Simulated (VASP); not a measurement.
Write the native input for VASP 6.6.1 that does the following.

* Task: relaxation of cell and atoms
* Functional: r2SCAN
* Potentials or basis: VASP PAW PBE potentials, release 64 (Li_sv, Cl)
* Cutoff: 600 eV
* k mesh: 8 × 8 × 8
* Occupations: gaussian, width 0.02 eV
* Spin: no spin polarisation
* Dipole correction: no
* Further INCAR settings: ALGO = Normal; EDIFF = 1e-07; IBRION = 2; EDIFFG = -0.005; NSW = 100; ISIF = 3

LiCl:

```
Li Cl
1.0
     0.00000    2.56477    2.56477
     2.56477    0.00000    2.56477
     2.56477    2.56477    0.00000
Li Cl
1 1
Direct
  0.00000 0.00000 0.00000
  0.50000 0.50000 0.50000
```

These files were run (other wordings do the same):

POSCAR

```
LiCl
1.0
    0.0000000000      2.5647700000      2.5647700000
    2.5647700000      0.0000000000      2.5647700000
    2.5647700000      2.5647700000      0.0000000000
Li Cl
1 1
Direct
    0.0000000000      0.0000000000      0.0000000000
    0.5000000000      0.5000000000      0.5000000000
```

INCAR.step1

```
PREC = Accurate
ENCUT = 600
ISMEAR = 0
SIGMA = 0.02
LREAL = False
LASPH = True
NELM = 80
GGA = PE
ALGO = Normal
EDIFF = 1E-4
LWAVE = True
LCHARG = False
```

INCAR.step2

```
PREC = Accurate
ENCUT = 600
EDIFF = 1E-7
ISMEAR = 0
SIGMA = 0.02
LREAL = False
LASPH = True
NELM = 80
ALGO = Normal
ISIF = 3
LWAVE = False
LCHARG = False
METAGGA = R2SCAN
LMIXTAU = True
IBRION = 2
NSW = 100
EDIFFG = -0.005
ISTART = 1
```

KPOINTS

```
Automatic mesh
0
Gamma
  8 8 8
```

Potentials or basis: VASP PAW PBE potentials, release 64 (Li_sv, Cl).

Launch:

```bash
$ cat potpaw_PBE.64/Li_sv/POTCAR potpaw_PBE.64/Cl/POTCAR > POTCAR
$ cp INCAR.step1 INCAR
$ mpirun -np 1 vasp_std > vasp.out
$ cp INCAR.step2 INCAR
$ mpirun -np 1 vasp_std > vasp.out
```

Results of the run:

```yaml
Relaxed_volume: 16.46 Å³/atom
Relaxed_cell: a = 3.597 Å, b = 3.597 Å, c = 3.597 Å, α = 60.00°, β = 60.00°, γ = 60.00°
Space_group_after_relaxing_to_0.05_Å: Fm-3m (No. 225)
Energy_gained_by_relaxing: 1.4 meV/atom
Ionic_steps: 5
Pressure_after_relaxing: 0.0 GPa
Band_gap_on_the_k_mesh: 7.46 eV, direct
```

Caveat: the cutoff is under 1.25 times the usual one of these potentials, so pressure, stress and relaxed cells hold a basis-set (Pulay) error; the PAW data sets were made with another functional, which shifts forces and pressure a little.

Wall time 2.4 min on 1 thread of Intel(R) Xeon(R) Platinum 8488C (Sapphire Rapids), with other jobs on the host, peak memory 0.17 GiB.
